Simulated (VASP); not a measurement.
Write the native input for VASP 6.6.1 that does the following.

| Item | Value |
| --- | --- |
| Task | relaxation of cell and atoms |
| Functional | PBE |
| Potentials or basis | VASP PAW PBE potentials, release 64 (Si, Cl) |
| Cutoff | 600 eV |
| k mesh | 6 × 6 × 4 |
| Occupations | gaussian, width 0.1 eV |
| Spin | no spin polarisation |
| Dipole correction | no |
| Further INCAR settings | ALGO = Normal; EDIFF = 1e-06; IBRION = 2; EDIFFG = -0.04; NSW = 90; ISIF = 3 |

The structure of SiCl3 lies in POSCAR:

```
SiCl3
1.0
    4.3853407529      0.0000000000      0.0000000000
   -2.1926703764      3.7978164962      0.0000000000
    0.0000000000      0.0000000000      6.3358049690
Si Cl
1 3
Direct
    0.0000000000      0.0000000000      0.5000000000
    0.5000000000      0.0000000000      0.4405040743
    0.0000000000      0.5000000000      0.4405040743
    0.5000000000      0.5000000000      0.4405040743
```

The cell was built from a structure type or drawn by symmetry, and may not be a known phase.

One way to write it, as run:

INCAR

```
PREC = Accurate
ENCUT = 600
EDIFF = 1E-6
ISMEAR = 0
SIGMA = 0.1
LREAL = False
LASPH = True
NELM = 80
ALGO = Normal
ISIF = 3
LWAVE = False
LCHARG = False
GGA = PE
IBRION = 2
NSW = 90
EDIFFG = -0.04
```

KPOINTS

```
Automatic mesh
0
Gamma
  6 6 4
```

Potentials or basis: VASP PAW PBE potentials, release 64 (Si, Cl).

Command:

```bash
$ cat potpaw_PBE.64/Si/POTCAR potpaw_PBE.64/Cl/POTCAR > POTCAR
$ mpirun -np 1 vasp_std > vasp.out
```

Results of the run:

```
Relaxed cell                          : a = 5.665 Å, b = 5.665 Å, c = 6.075 Å, α = 90.00°, β = 90.00°, γ = 120.00°
Space group after relaxing (to 0.1 Å) : P6/mmm (No. 191)
Energy gained by relaxing             : 2324.9 meV/atom
Ionic steps                           : 12
Pressure after relaxing               : 0.0 GPa
Largest force after relaxing          : 0.020 eV/Å
Band gap on the k mesh                : zero (an odd number of electrons rules out a gap without spin polarisation)
```

Caveat: an odd number of electrons without spin polarisation forces a metal; a magnetic or distorted state may lie lower.

Run time: 2.9 min on 1 thread of Intel(R) Xeon(R) Platinum 8559C (Emerald Rapids), on a shared host, peak memory 0.26 GiB.
